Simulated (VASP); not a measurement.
# BeAs (R-3m) in VASP: notebook

Runs on BeAs. Level: PBE. Tasks: single point, relaxation of cell and atoms.

All numbers are computed with VASP 6.6.1; they aren't measurements. Logs are shortened: lines on timing, memory, paths and dates and some standing lists are left out, and cuts for length are marked.

## (1) The cell of the first run

It takes space group R-3m (No. 166, trigonal). Conventional cell: a = 3.356 Å, b = 3.356 Å, c = 8.665 Å, α = 90.00°, β = 90.00°, γ = 120.00°. Within 3.2 Å of Be (site symmetry -3m) lie 6 As at 2.42 Å. Within 3.2 Å of As (site symmetry -3m) lie 6 Be at 2.42 Å.

## (2) Single point, PBE

Input file INCAR:

```
SYSTEM = BeAs
PREC = Accurate
ENCUT = 520
EDIFF = 1E-6
ISMEAR = 0
SIGMA = 0.1
LREAL = .False.
LASPH = .True.
NELM = 100
ALGO = Normal
ISIF = 2
LWAVE = .False.
LCHARG = .True.
GGA = PE
LELF = .True.
LVHAR = .True.
NBANDS = 10
```

Input file KPOINTS:

```
Automatic mesh
0
Gamma
  6 6 6
  0 0 0
```

Input file POSCAR:

```
BeAs
1.0
    1.6777572321      0.9686535878      2.8882212227
   -1.6777572321      0.9686535878      2.8882212227
    0.0000000000     -1.9373071810      2.8882212209
Be As
1 1
Direct
    0.5000000000      0.5000000000      0.5000000000
    0.0000000000      0.0000000000      0.0000000000
```

Potentials or basis: VASP PAW PBE potentials, release 64 (Be, As).

On the command line:

```
$ cat potpaw_PBE.64/Be/POTCAR potpaw_PBE.64/As/POTCAR > POTCAR
$ mpirun -np 1 vasp_std > vasp.out
```

OUTCAR:

```text
SYSTEM = BeAs
   PREC = Accurate
   ENCUT = 520
   EDIFF = 1E-6
   ISMEAR = 0
   LREAL = .False.
   LASPH = .True.
   NELM = 100
   ISIF = 2
   GGA = PE

 ion  position               nearest neighbor table
   1  0.500  0.500  0.500-   2 2.42   2 2.42   2 2.42   2 2.42   2 2.42   2 2.42
   2  0.000  0.000  0.000-   1 2.42   1 2.42   1 2.42   1 2.42   1 2.42   1 2.42

  LATTYP: Found a trigonal (rhomboedric) cell.
 ALAT       =     3.4777839114
 COS(alpha) =     0.5345392696

  Lattice vectors:

 A1 = (   1.6777572321,   0.9686535878,   2.8882212227)
 A2 = (  -1.6777572321,   0.9686535878,   2.8882212227)
 A3 = (   0.0000000000,  -1.9373071810,   2.8882212209)

Analysis of symmetry for initial positions (statically):
=====================================================================
 Subroutine PRICEL returns:
 Original cell was already a primitive cell.

 Routine SETGRP: Setting up the symmetry group for a
 trigonal (rhombohedral) supercell.

 Subroutine GETGRP returns: Found 12 space group operations
 (whereof 12 operations were pure point group operations)
 out of a pool of 12 trial point group operations.

The static configuration has the point symmetry D_3d.

Analysis of symmetry for dynamics (positions and initial velocities):
=====================================================================
 Subroutine PRICEL returns:
 Original cell was already a primitive cell.

 Routine SETGRP: Setting up the symmetry group for a
 trigonal (rhombohedral) supercell.

 Subroutine GETGRP returns: Found 12 space group operations
 (whereof 12 operations were pure point group operations)
 out of a pool of 12 trial point group operations.

The dynamic configuration has the point symmetry D_3d.

 Subroutine INISYM returns: Found 12 space group operations
 (whereof 12 operations are pure point group operations),
 and found     1 'primitive' translations

----------------------------------------------------------------------------------------

                                     Primitive cell

  volume of cell :      28.1630

  direct lattice vectors                    reciprocal lattice vectors
     1.677757232  0.968653588  2.888221223     0.298016894  0.172060134  0.115411289
    -1.677757232  0.968653588  2.888221223    -0.298016894  0.172060134  0.115411289
     0.000000000 -1.937307181  2.888221221     0.000000000 -0.344120269  0.115411288

  length of vectors
     3.477783911  3.477783911  3.477783911     0.362958021  0.362958021  0.362958021

  position of ions in fractional coordinates (direct lattice)
     0.500000000  0.500000000  0.500000000
[... 82 lines left out ...]
   IBRION =     -1    ionic relax: 0-MD 1-quasi-New 2-CG
   NFREE  =      0    steps in history (QN), initial steepest desc. (CG)
   ISIF   =      2    stress and relaxation
   ISYM   =      2    0-nonsym 1-usesym 2-fastsym
   POTIM  = 0.5000    time-step for ionic-motion
   TEBEG  =    0.0;   TEEND  =   0.0 temperature during run
   PSTRESS=    0.0 pullay stress
   NELECT =       7.0000    total number of electrons
   NUPDOWN=      -1.0000    fix difference up-down
   EMIN   =  10.00;   EMAX   =-10.00  energy-range for DOS
   EFERMI =   0.00;   METHOD = LEGACY
   ISMEAR =     0;   SIGMA  =   0.10  broadening in eV -4-tet -1-fermi 0-gaus
   EFERMI_NEDOS =   21; number of points for ismear=-14 and -15
   IALGO  =     38    algorithm
   IMIX   =      4    mixing-type and parameters
     AMIX     =   0.40;   BMIX     =  1.00
     AMIX_MAG =   1.60;   BMIX_MAG =  1.00
  volume/ion in A,a.u.               =      14.08        95.03
  Fermi-wavevector in a.u.,A,eV,Ry     =   1.029314  1.945121 14.415191  1.059487
  Thomas-Fermi vector in A             =   2.163355
   LORBIT       =      0    0 simple, 1 ext, 2 COOP (PROOUT), +10 PAW based schemes
   GGA     = PE    functional components
   LHFCALC =     F    Hartree Fock is set to
   AEXX    =    0.0000 exact exchange contribution
   IVDW    =     0    specifies the selected vdW correction
   LEPSILON=     F    determine dielectric tensor
   LRPA    =     F    only Hartree local field effects (RPA)
 non-spin polarized calculation
 Gauss-broadening in eV      SIGMA  =   0.10
  energy-cutoff  :      520.00
  volume of cell :       28.16
 maximum number of plane-waves:       770
 NGX is ok and might be reduce to    28
   NGX = 13   NGY = 13   NGZ = 13

 number of electron       7.0000000 magnetization

 Free energy of the ion-electron system (eV)
  ---------------------------------------------------
  ext. energy  EPLUGINS =         0.00000000
  ---------------------------------------------------
  free energy    TOTEN  =        -8.01277339 eV

  energy without entropy =       -8.00693479  energy(sigma->0) =       -8.00985409

 E-fermi :   5.7654     XC(G=0): -10.4959

 val. band max:        5.6969674857   @ k =   0.3333   0.1667  -0.0000
 cond. band min:       5.7858711925   @ k =  -0.3333   0.1667   0.1667
 fundamental gap:      0.0889037068
 Fermi energy:         5.7653626975

 k-point     1 :       0.0000    0.0000    0.0000
  band No.  band energies     occupation
      1      -7.8761      2.00000
      2       6.4847      0.00000
      3       7.4823      0.00000
      4       7.4823      0.00000
      5      11.8838      0.00000
      6      14.2271      0.00000
      7      14.8496      0.00000
      8      14.8496      0.00000
      9      15.0704      0.00000
     10      15.1227      0.00000
[... 287 lines left out ...]
 k-point    24 :      -0.3333    0.5000    0.1667
  band No.  band energies     occupation
      1      -3.8411      2.00000
      2       0.3206      2.00000
      3       2.0405      2.00000
      4       2.6859      2.00000
      5       9.1306      0.00000
      6      12.8888      0.00000
      7      13.9445      0.00000
      8      18.5399      0.00000
      9      18.7400      0.00000
     10      19.9282      0.00000

 [... further k-points ...]
[... 5 lines left out ...]
  --------------------------------------------------------------------------------------
  -------------------------------------------------------------------------------------
  Total        0.0501195      0.0501195      0.0563895      0.0000000     -0.0000000      0.0000000
  in kB        2.8512701      2.8512701      3.2079646      0.0000000     -0.0000000      0.0000000
  external PRESSURE =       2.9701683 kB  Pullay stress =       0.0000000 kB

 VOLUME and BASIS-vectors are now :
 -----------------------------------------------------------------------------
  energy-cutoff  :      520.00
  volume of cell :       28.16
      direct lattice vectors                 reciprocal lattice vectors
     1.677757232  0.968653588  2.888221223     0.298016894  0.172060134  0.115411289
    -1.677757232  0.968653588  2.888221223    -0.298016894  0.172060134  0.115411289
     0.000000000 -1.937307181  2.888221221     0.000000000 -0.344120269  0.115411288

 POSITION                                       TOTAL-FORCE (eV/Angst)
 -----------------------------------------------------------------------------------
      0.00000     -0.00000      4.33233        -0.000000      0.000000     -0.000000
      0.00000      0.00000      0.00000         0.000000     -0.000000      0.000000
 -----------------------------------------------------------------------------------
    total drift:                                0.000000      0.000000      0.000000

  FREE ENERGIE OF THE ION-ELECTRON SYSTEM (eV)
  ---------------------------------------------------
  free  energy   TOTEN  =        -8.0127733869 eV

  energy  without entropy=       -8.0069347939  energy(sigma->0) =       -8.00985409
```

stdout:

```text
POSCAR found type information on POSCAR BeAs
 POSCAR found :  2 types and       2 ions
 scaLAPACK will be used
 LDA part: xc-table for (Slater+PW92), standard interpolation
 POSCAR, INCAR and KPOINTS ok, starting setup
 FFT: planning ... GRIDC
 FFT: planning ... GRID_SOFT
 FFT: planning ... GRID
 WAVECAR not read
 entering main loop
```

It took 11 s on 1 thread of Intel Xeon Platinum 8488C (Sapphire Rapids), shared host; peak memory 0.15 GiB.

What came out:

```
Free energy : -8.0128 eV
Pressure    : 0.3 GPa
```

Caveat: the k points lie up to 0.38 Å⁻¹ apart.

## (3) Relaxation of cell and atoms, PBE

This run uses another cell than the first one, of 12.74 Å³/atom, 0.905 times its volume.

Input file INCAR:

```
SYSTEM = BeAs
  ALGO = Normal
  EDIFF = 1E-7
  EDIFFG = -0.04
  ENCUT = 600
  GGA = PE
  IBRION = 2
  ISIF = 3
  ISMEAR = 0
  LASPH = .True.
  LCHARG = .False.
  LREAL = .False.
  LWAVE = .False.
  NELM = 100
  NSW = 90
  PREC = Accurate
  SIGMA = 0.1
```

Input file KPOINTS:

```
k-points
0
Gamma
  6 6 6
  0 0 0
```

Input file POSCAR:

```
BeAs
1.0
    1.6466777700      0.9507098500      2.7130492100
   -1.6466777700      0.9507098500      2.7130492100
    0.0000000000     -1.9014197100      2.7130492100
Be As
1 1
Direct
    0.5000000000      0.5000000000      0.5000000000
    0.0000000000      0.0000000000      0.0000000000
```

Potentials or basis: VASP PAW PBE potentials, release 64 (Be, As).

On the command line:

```
$ cat potpaw_PBE.64/Be/POTCAR potpaw_PBE.64/As/POTCAR > POTCAR
$ mpirun -np 1 vasp_std > vasp.out
```

OUTCAR:

```text
SYSTEM = BeAs
   EDIFF = 1E-7
   EDIFFG = -0.04
   ENCUT = 600
   GGA = PE
   IBRION = 2
   ISIF = 3
   ISMEAR = 0
   LASPH = .True.
   LREAL = .False.
   NELM = 100
   NSW = 90
   PREC = Accurate

 ion  position               nearest neighbor table
   1  0.500  0.500  0.500-   2 2.34   2 2.34   2 2.34   2 2.34   2 2.34   2 2.34
   2  0.000  0.000  0.000-   1 2.34   1 2.34   1 2.34   1 2.34   1 2.34   1 2.34

  LATTYP: Found a trigonal (rhomboedric) cell.
 ALAT       =     3.3130096458
 COS(alpha) =     0.5059148062

  Lattice vectors:

 A1 = (   1.6466777700,   0.9507098500,   2.7130492100)
 A2 = (  -1.6466777700,   0.9507098500,   2.7130492100)
 A3 = (   0.0000000000,  -1.9014197100,   2.7130492100)

Analysis of symmetry for initial positions (statically):
=====================================================================
 Subroutine PRICEL returns:
 Original cell was already a primitive cell.

 Routine SETGRP: Setting up the symmetry group for a
 trigonal (rhombohedral) supercell.

 Subroutine GETGRP returns: Found 12 space group operations
 (whereof 12 operations were pure point group operations)
 out of a pool of 12 trial point group operations.

The static configuration has the point symmetry D_3d.

Analysis of symmetry for dynamics (positions and initial velocities):
=====================================================================
 Subroutine PRICEL returns:
 Original cell was already a primitive cell.

 Routine SETGRP: Setting up the symmetry group for a
 trigonal (rhombohedral) supercell.

 Subroutine GETGRP returns: Found 12 space group operations
 (whereof 12 operations were pure point group operations)
 out of a pool of 12 trial point group operations.

The dynamic configuration has the point symmetry D_3d.

 Subroutine INISYM returns: Found 12 space group operations
[... 122 lines left out ...]
   GGA     = PE    functional components
   LHFCALC =     F    Hartree Fock is set to
   AEXX    =    0.0000 exact exchange contribution
   IVDW    =     0    specifies the selected vdW correction
   LEPSILON=     F    determine dielectric tensor
   LRPA    =     F    only Hartree local field effects (RPA)
 conjugate gradient relaxation of ions
 non-spin polarized calculation
 Gauss-broadening in eV      SIGMA  =   0.10
  energy-cutoff  :      600.00
  volume of cell :       25.48
 maximum number of plane-waves:       875
 NGX is ok and might be reduce to    28
   NGX = 13   NGY = 13   NGZ = 13

--------------------------------------- Ionic step        1  -------------------------------------------

 number of electron       7.0000000 magnetization

 Free energy of the ion-electron system (eV)
  ---------------------------------------------------
  ext. energy  EPLUGINS =         0.00000000
  ---------------------------------------------------
  free energy    TOTEN  =        -7.91670895 eV

  energy without entropy =       -7.90898278  energy(sigma->0) =       -7.91284587

------------------------ aborting loop because EDIFF is reached ----------------------------------------

  FORCE on cell =-STRESS in cart. coord.  units (eV):
  Direction    XX          YY          ZZ          XY          YZ          ZX
  --------------------------------------------------------------------------------------
  -------------------------------------------------------------------------------------
  Total        1.7595677      1.7595677      1.7099003      0.0000000     -0.0000000      0.0000000
  in kB      110.6244240    110.6244239    107.5018257      0.0000000     -0.0000001      0.0000000
  external PRESSURE =     109.5835578 kB  Pullay stress =       0.0000000 kB
[... 275 lines left out ...]
--------------------------------------- Ionic step        9  -------------------------------------------

 number of electron       7.0000000 magnetization

 Free energy of the ion-electron system (eV)
  ---------------------------------------------------
  ext. energy  EPLUGINS =         0.00000000
  ---------------------------------------------------
  free energy    TOTEN  =        -8.01264557 eV

  energy without entropy =       -8.00662143  energy(sigma->0) =       -8.00963350

 E-fermi :   5.6813     XC(G=0): -10.4627

 val. band max:        5.6124475818   @ k =   0.3333   0.1667  -0.0000
 cond. band min:       5.7063928838   @ k =  -0.3333   0.1667   0.1667
 fundamental gap:      0.0939453021
 Fermi energy:         5.6812671083

 k-point     1 :       0.0000    0.0000    0.0000
  band No.  band energies     occupation
      1      -7.8960      2.00000
      2       6.3970      0.00000
      3       7.3826      0.00000
      4       7.3826      0.00000
      5      11.7022      0.00000
      6      14.1210      0.00000
      7      14.7157      0.00000
[... 221 lines left out ...]
 k-point    24 :      -0.3333    0.5000    0.1667
  band No.  band energies     occupation
      1      -3.9126      2.00000
      2       0.2876      2.00000
      3       1.9932      2.00000
      4       2.6239      2.00000
      5       9.0208      0.00000
      6      12.7984      0.00000
      7      13.8071      0.00000

 [... further k-points ...]
[... 5 lines left out ...]
  --------------------------------------------------------------------------------------
  -------------------------------------------------------------------------------------
  Total       -0.0787275     -0.0787275     -0.0700954      0.0000000      0.0000000      0.0000000
  in kB       -4.4418433     -4.4418433     -3.9548162      0.0000000      0.0000000      0.0000000
  external PRESSURE =      -4.2795010 kB  Pullay stress =       0.0000000 kB
[... 17 lines left out ...]
  FREE ENERGIE OF THE ION-ELECTRON SYSTEM (eV)
  ---------------------------------------------------
  free  energy   TOTEN  =        -8.0126455705 eV

  energy  without entropy=       -8.0066214288  energy(sigma->0) =       -8.00963350

 reached required accuracy - stopping structural energy minimisation
```

CONTCAR:

```text
BeAs
   1.00000000000000
     1.6824696588793686    0.9713743063555657    2.8959344159886760
    -1.6824696588793686    0.9713743063555657    2.8959344159886760
     0.0000000000000000   -1.9427486236003897    2.8959344162297738
  Be              As
     1     1
Direct
     0.5000000000000000    0.5000000000000000    0.5000000000000000
     0.0000000000000000    0.0000000000000000    0.0000000000000000

  0.00000000E+00  0.00000000E+00  0.00000000E+00
  0.00000000E+00  0.00000000E+00  0.00000000E+00
```

Wall time 32 s (1 thread of Intel Xeon Platinum 8488C (Sapphire Rapids), shared host); peak memory 0.16 GiB.

Results:

- Free energy: -8.0126 eV
- Relaxed volume: 14.20 Å³/atom
- Relaxed cell: a = 3.487 Å, b = 3.487 Å, c = 3.487 Å, α = 57.69°, β = 57.69°, γ = 57.69°
- Space group after relaxing (to 0.05 Å): R-3m (No. 166)
- Energy gained by relaxing: 48.0 meV/atom
- Ionic steps: 9
- Pressure after relaxing: -0.4 GPa

The path:
```
step  energy change (eV)  largest force (eV/Å)  pressure (GPa)  volume (Å³)
   1              0.0000                0.0000           10.96        25.48
   2             -0.0829                0.0000           -1.50        28.84
   3             -0.0855                0.0000            0.08        28.26
   4             -0.0855                0.0000           -0.08        28.31
   5             -0.0860                0.0000           -0.07        28.32
   6             -0.0891                0.0000           -0.11        28.34
   7             -0.0953                0.0000           -0.37        28.38
   8             -0.0868                0.0000           -0.46        28.44
   9             -0.0959                0.0000           -0.43        28.40
```

Final structure:
```
Be As
1.0
     1.68247    0.97137    2.89593
    -1.68247    0.97137    2.89593
     0.00000   -1.94275    2.89593
Be As
1 1
Cartesian
  0.0000 0.0000 4.3439
  0.0000 0.0000 0.0000
```

Levels at points of the mesh, in eV from the Fermi level:
```
           k point  band 1  band 2  band 3  band 4  band 5  band 6  band 7
(0.00, 0.00, 0.00)  -13.58    0.72    1.70    1.70    6.02    8.44    9.03
(0.50, 0.00, 0.00)  -10.82   -6.58    1.12    1.45    3.26    3.81    4.65
(0.50, 0.50, 0.00)   -9.65   -6.04   -2.46   -1.79    0.76    4.23   12.08
(0.50, 0.50, 0.50)  -11.24   -6.82    1.83    1.83    4.10    4.10    5.37
```

Caveat: the k points lie up to 0.38 Å⁻¹ apart in the final cell.
